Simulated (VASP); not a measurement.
Set up this calculation in VASP 6.6.1, as the native input.

```yaml
Task: single point
Functional: LDA
Potentials_or_basis: VASP PAW LDA potentials, release 64 (Zn, Se)
Cutoff: 520 eV
k_mesh: 8 × 8 × 6
Occupations: gaussian, width 0.05 eV
Spin: no spin polarisation
Dipole_correction: no
Further_INCAR_settings: ALGO = Normal; EDIFF = 1e-06; NBANDS = 26
```

The structure of ZnSe lies in POSCAR:

```
ZnSe
1.0
    4.1020000000      0.0000000000      0.0000000000
    0.0000000000      4.1020000000      0.0000000000
    0.0000000000      0.0000000000      5.8869000000
Zn Se
2 2
Direct
    0.0000000000      0.0000000000      0.0000000000
    0.5000000000      0.5000000000      0.0000000000
    0.0000000000      0.5000000000      0.2797006019
    0.5000000000      0.0000000000      0.7202993981
```

The input as run:

INCAR

```
SYSTEM = ZnSe
PREC = Accurate
ENCUT = 520
EDIFF = 1E-6
ISMEAR = 0
SIGMA = 0.05
LREAL = .FALSE.
LASPH = .TRUE.
NELM = 60
ALGO = Normal
ISIF = 2
LWAVE = .FALSE.
LCHARG = .FALSE.
NBANDS = 26
```

KPOINTS

```
Automatic mesh
0
G
  8 8 6
  0 0 0
```

Potentials or basis: VASP PAW LDA potentials, release 64 (Zn, Se).

The run is started by

```bash
$ cat potpaw_LDA.64/Zn/POTCAR potpaw_LDA.64/Se/POTCAR > POTCAR
$ mpirun -np 1 vasp_std > vasp.out
```

It gave:

```yaml
Pressure: -8.3 GPa
Largest_force: 1.701 eV/Å
Band_gap_on_the_k_mesh: 1.18 eV, direct
```

Caveat: forces of over 1 eV/Å act on the atoms, so gaps and moduli don't describe the material at rest.

Run time: 100 s on 1 thread of Intel Xeon 6975P-C, on a shared host, peak memory 0.27 GiB.
